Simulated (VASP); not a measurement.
# C (Im-3m) in VASP: further runs

Runs on C. Level: PBEsol. Tasks: single point.

All numbers are computed with VASP 6.6.1; they aren't measurements. Logs are shortened: lines on timing, memory, paths and dates and some standing lists are left out, and cuts for length are marked.

## Step 1: The cell of the first run

The structure is cubic, space group Im-3m (No. 229). The conventional cell has a = 1.975 Å, b = 1.975 Å, c = 1.975 Å, α = 90.00°, β = 90.00°, γ = 90.00°. Within 2.3 Å of C (site symmetry m-3m) lie 14 C at 1.71 to 1.98 Å.

## Step 2: Single point, PBEsol (volume scaled by 0.6)

The input, INCAR:

```
  ALGO = Normal
  EDIFF = 1E-6
  ENCUT = 520
  GGA = PS
  ISIF = 2
  ISMEAR = -1
  LASPH = True
  LCHARG = True
  LELF = True
  LREAL = False
  LVHAR = True
  LWAVE = False
  NBANDS = 8
  NELM = 80
  PREC = Accurate
  SIGMA = 0.08
```

The input, KPOINTS:

```
k-points
0
Gamma
  22 22 22
```

The input, POSCAR:

```
C
1.0
   -0.9876638210      0.9876638210      0.9876638210
    0.9876638210     -0.9876638210      0.9876638210
    0.9876638210      0.9876638210     -0.9876638210
C
1
Direct
    0.0000000000      0.0000000000      0.0000000000
```

Potentials or basis: VASP PAW PBE potentials, release 64 (C).

Started as:

```
cat potpaw_PBE.64/C/POTCAR > POTCAR
mpirun -np 1 vasp_std > vasp.out
```

OUTCAR:

```text
EDIFF = 1E-6
   ENCUT = 520
   GGA = PS
   ISIF = 2
   ISMEAR = -1
   LASPH = True
   LREAL = False
   NELM = 80
   PREC = Accurate

 ion  position               nearest neighbor table
   1  0.000  0.000  0.000-

  LATTYP: Found a body centered cubic cell.
 ALAT       =     1.9753276420

  Lattice vectors:

 A1 = (  -0.9876638210,   0.9876638210,   0.9876638210)
 A2 = (   0.9876638210,  -0.9876638210,   0.9876638210)
 A3 = (   0.9876638210,   0.9876638210,  -0.9876638210)

Analysis of symmetry for initial positions (statically):
=====================================================================
 Subroutine PRICEL returns:
 Original cell was already a primitive cell.

 Routine SETGRP: Setting up the symmetry group for a
 body centered cubic supercell.

 Subroutine GETGRP returns: Found 48 space group operations
 (whereof 48 operations were pure point group operations)
 out of a pool of 48 trial point group operations.

The static configuration has the point symmetry O_h .

Analysis of symmetry for dynamics (positions and initial velocities):
=====================================================================
 Subroutine PRICEL returns:
 Original cell was already a primitive cell.

 Routine SETGRP: Setting up the symmetry group for a
 body centered cubic supercell.

 Subroutine GETGRP returns: Found 48 space group operations
 (whereof 48 operations were pure point group operations)
 out of a pool of 48 trial point group operations.

The dynamic configuration has the point symmetry O_h .

 Subroutine INISYM returns: Found 48 space group operations
 (whereof 48 operations are pure point group operations),
 and found     1 'primitive' translations

----------------------------------------------------------------------------------------

                                     Primitive cell

  volume of cell :       3.8538

  direct lattice vectors                    reciprocal lattice vectors
    -0.987663821  0.987663821  0.987663821     0.000000000  0.506245131  0.506245131
     0.987663821 -0.987663821  0.987663821     0.506245131  0.000000000  0.506245131
     0.987663821  0.987663821 -0.987663821     0.506245131  0.506245131  0.000000000

  length of vectors
     1.710683919  1.710683919  1.710683919     0.715938730  0.715938730  0.715938730

  position of ions in fractional coordinates (direct lattice)
     0.000000000  0.000000000  0.000000000

  ion indices of the primitive-cell ions
   primitive index   ion index
                 1           1

----------------------------------------------------------------------------------------

 KPOINTS: k-points

Automatic generation of k-mesh.
 Grid dimensions read from file:
 generate k-points for:   22   22   22

 Generating k-lattice:

  Cartesian coordinates                     Fractional coordinates (reciprocal lattice)
     0.000000000  0.023011142  0.023011142     0.045454545  0.000000000  0.000000000
     0.023011142  0.000000000  0.023011142     0.000000000  0.045454545  0.000000000
     0.023011142  0.023011142  0.000000000     0.000000000  0.000000000  0.045454545

  Length of vectors
     0.032542670  0.032542670  0.032542670

  Shift w.r.t. Gamma in fractional coordinates (k-lattice)
     0.000000000  0.000000000  0.000000000

 Subroutine IBZKPT returns following result:
 ===========================================

 Found    328 irreducible k-points:

 Following reciprocal coordinates:
            Coordinates               Weight
  0.000000  0.000000  0.000000      1.000000
  0.045455  0.000000  0.000000     12.000000
  0.090909  0.000000  0.000000     12.000000
  0.136364  0.000000  0.000000     12.000000
  0.181818  0.000000  0.000000     12.000000
  0.227273  0.000000  0.000000     12.000000
[... 16 lines left out ...]
  0.090909  0.090909  0.000000     24.000000
  0.136364  0.090909 -0.000000     48.000000
 [... further k-points ...]
   k-points           NKPTS =    328   k-points in BZ     NKDIM =    328   number of bands    NBANDS=      8
   number of dos      NEDOS =    301   number of ions     NIONS =      1
   total plane-waves  NPLWV =   2744
   dimension x,y,z NGX =    14 NGY =   14 NGZ =   14
   dimension x,y,z NGXF=    28 NGYF=   28 NGZF=   28
   ions per type =               1
   NGX,Y,Z   is equivalent  to a cutoff of  13.61, 13.61, 13.61 a.u.
   NGXF,Y,Z  is equivalent  to a cutoff of  27.21, 27.21, 27.21 a.u.
 SYSTEM =  unknown system
   PREC   = accura    normal or accurate (medium, high low for compatibility)
   ISTART =      0    job   : 0-new  1-cont  2-samecut
   ICHARG =      2    charge: 1-file 2-atom 10-const
   ISPIN  =      1    spin polarized calculation?
   LNONCOLLINEAR =      F non collinear calculations
   LSORBIT =      F    spin-orbit coupling
   LASPH  =      T    aspherical Exc in radial PAW
   ENCUT  =  520.0 eV  38.22 Ry    6.18 a.u.   3.18  3.18  3.18*2*pi/ulx,y,z
   NELM   =     80;   NELMIN=  2; NELMDL= -5     # of ELM steps
   EDIFF  = 0.1E-05   stopping-criterion for ELM
   LREAL  =      F    real-space projection
   EDIFFG = 0.1E-04   stopping-criterion for IOM
   NSW    =      0    number of steps for IOM
   IBRION =     -1    ionic relax: 0-MD 1-quasi-New 2-CG
   NFREE  =      0    steps in history (QN), initial steepest desc. (CG)
   ISIF   =      2    stress and relaxation
   ISYM   =      2    0-nonsym 1-usesym 2-fastsym
   POTIM  = 0.5000    time-step for ionic-motion
   TEBEG  =    0.0;   TEEND  =   0.0 temperature during run
   PSTRESS=    0.0 pullay stress
   NELECT =       4.0000    total number of electrons
   NUPDOWN=      -1.0000    fix difference up-down
   EMIN   =  10.00;   EMAX   =-10.00  energy-range for DOS
   EFERMI =   0.00;   METHOD = LEGACY
   ISMEAR =    -1;   SIGMA  =   0.08  broadening in eV -4-tet -1-fermi 0-gaus
   EFERMI_NEDOS =   21; number of points for ismear=-14 and -15
   IALGO  =     38    algorithm
   IMIX   =      4    mixing-type and parameters
     AMIX     =   0.40;   BMIX     =  1.00
     AMIX_MAG =   1.60;   BMIX_MAG =  1.00
  volume/ion in A,a.u.               =       3.85        26.01
  Fermi-wavevector in a.u.,A,eV,Ry     =   1.657546  3.132308 37.381462  2.747460
  Thomas-Fermi vector in A             =   2.745281
   LORBIT       =      0    0 simple, 1 ext, 2 COOP (PROOUT), +10 PAW based schemes
   GGA     = PS    functional components
   LHFCALC =     F    Hartree Fock is set to
   AEXX    =    0.0000 exact exchange contribution
   IVDW    =     0    specifies the selected vdW correction
   LEPSILON=     F    determine dielectric tensor
   LRPA    =     F    only Hartree local field effects (RPA)
 non-spin polarized calculation
  energy-cutoff  :      520.00
  volume of cell :        3.85
 maximum number of plane-waves:       116
 NGX is ok and might be reduce to    14
   NGX =  7   NGY =  7   NGZ =  7

 number of electron       4.0000000 magnetization

 Free energy of the ion-electron system (eV)
  ---------------------------------------------------
  ext. energy  EPLUGINS =         0.00000000
  ---------------------------------------------------
  free energy    TOTEN  =        -3.84530627 eV

  energy without entropy =       -3.84048259  energy(sigma->0) =       -3.84289443

 E-fermi :  18.1114     XC(G=0): -15.9910

 val. band max:       18.0983876998   @ k =   0.3182   0.0000   0.0000
 cond. band min:      18.1325757996   @ k =  -0.4545   0.5000   0.2273
 fundamental gap:      0.0341880998
 Fermi energy:        18.1113756749

 k-point     1 :       0.0000    0.0000    0.0000
  band No.  band energies     occupation
      1     -10.8367      2.00000
      2      33.5439      0.00000
      3      33.5439      0.00000
      4      33.5439      0.00000
      5      61.6075      0.00000
      6      61.6075      0.00000
      7      61.6075      0.00000
      8      67.0356      0.00000

 k-point     2 :       0.0455    0.0000    0.0000
  band No.  band energies     occupation
      1     -10.7084      2.00000
      2      33.1821      0.00000
      3      33.2749      0.00000
      4      33.4818      0.00000
      5      60.4232      0.00000
      6      60.4257      0.00000
      7      62.1746      0.00000
      8      65.0107      0.00000

 k-point     3 :       0.0909    0.0000    0.0000
  band No.  band energies     occupation
      1     -10.3244      2.00000
      2      32.0692      0.00000
      3      32.5267      0.00000
      4      33.2965      0.00000
      5      57.3435      0.00000
      6      58.1207      0.00000
      7      63.8058      0.00000
      8      64.3000      0.00000

 k-point     4 :       0.1364    0.0000    0.0000
  band No.  band energies     occupation
      1      -9.6837      2.00000
      2      30.2325      0.00000
      3      31.4718      0.00000
      4      33.0024      0.00000
      5      54.4058      0.00000
      6      55.7217      0.00000
      7      63.2743      0.00000
      8      66.0173      0.00000

 k-point     5 :       0.1818    0.0000    0.0000
  band No.  band energies     occupation
      1      -8.7883      2.00000
      2      27.7328      0.00000
      3      30.2695      0.00000
      4      32.6130      0.00000
      5      52.2136      0.00000
      6      53.4955      0.00000
      7      62.7701      0.00000
      8      67.6264      0.00000
[... 177 lines left out ...]
 k-point    22 :       0.4545    0.0455   -0.0000
  band No.  band energies     occupation
      1       2.1257      2.00000
      2       8.1664      2.00000
      3      24.8041      0.00000
      4      29.8519      0.00000
      5      46.6231      0.00000
      6      49.4696      0.00000
      7      68.1258      0.00000
      8      69.7984      0.00000

 k-point    23 :       0.0909    0.0909    0.0000
  band No.  band energies     occupation
      1      -9.2995      2.00000
      2      29.6088      0.00000
      3      30.7636      0.00000
      4      32.3865      0.00000
      5      53.5114      0.00000
      6      54.7285      0.00000
      7      62.6067      0.00000
      8      66.9652      0.00000

 k-point    24 :       0.1364    0.0909   -0.0000
  band No.  band energies     occupation
      1      -8.4045      2.00000
      2      27.6160      0.00000
      3      29.1918      0.00000
      4      31.8060      0.00000
      5      51.8650      0.00000
      6      53.2245      0.00000
      7      62.6090      0.00000
      8      68.6835      0.00000

 [... further k-points ...]

------------------------ aborting loop because EDIFF is reached ----------------------------------------

  FORCE on cell =-STRESS in cart. coord.  units (eV):
  Direction    XX          YY          ZZ          XY          YZ          ZX
  --------------------------------------------------------------------------------------
  -------------------------------------------------------------------------------------
  Total        7.1583477      7.1583477      7.1583477     -0.0000000      0.0000000      0.0000000
  in kB     2976.0206875   2976.0206875   2976.0206875     -0.0000000      0.0000000      0.0000000
  external PRESSURE =    2976.0206875 kB  Pullay stress =       0.0000000 kB

 VOLUME and BASIS-vectors are now :
 -----------------------------------------------------------------------------
  energy-cutoff  :      520.00
  volume of cell :        3.85
      direct lattice vectors                 reciprocal lattice vectors
    -0.987663821  0.987663821  0.987663821     0.000000000  0.506245131  0.506245131
     0.987663821 -0.987663821  0.987663821     0.506245131  0.000000000  0.506245131
     0.987663821  0.987663821 -0.987663821     0.506245131  0.506245131  0.000000000

 POSITION                                       TOTAL-FORCE (eV/Angst)
 -----------------------------------------------------------------------------------
      0.00000      0.00000      0.00000         0.000000      0.000000      0.000000
 -----------------------------------------------------------------------------------
    total drift:                                0.000000      0.000000      0.000000

  FREE ENERGIE OF THE ION-ELECTRON SYSTEM (eV)
  ---------------------------------------------------
  free  energy   TOTEN  =        -3.8453062749 eV

  energy  without entropy=       -3.8404825885  energy(sigma->0) =       -3.84289443
```

Wall time 4.1 s (1 thread of Intel Xeon Platinum 8375C at 2.90GHz (Ice Lake), shared host); peak memory 0.11 GiB.

Results:

| Quantity | Value |
| --- | --- |
| Free energy | -3.8453 eV |
| Pressure | 297.6 GPa |
| Band gap on the k mesh | zero (band 2 reaches 33.54 eV, above the bottom of band 3 at 12.86 eV) |

Levels at points of the mesh, in eV from the Fermi level:
```
           k point  band 1  band 2  band 3  band 4  band 5  band 6
(0.00, 0.00, 0.00)  -28.95   15.43   15.43   15.43   43.50   43.50
(0.50, 0.00, 0.00)  -15.78  -10.38    6.97   12.19   27.85   31.13
(0.50, 0.50, 0.50)   -3.49   -3.49   -3.49    9.27   11.68   11.68
```

Caveat: the PAW data sets were made with another functional, which shifts forces and pressure a little.

[end of part 1 of 2]
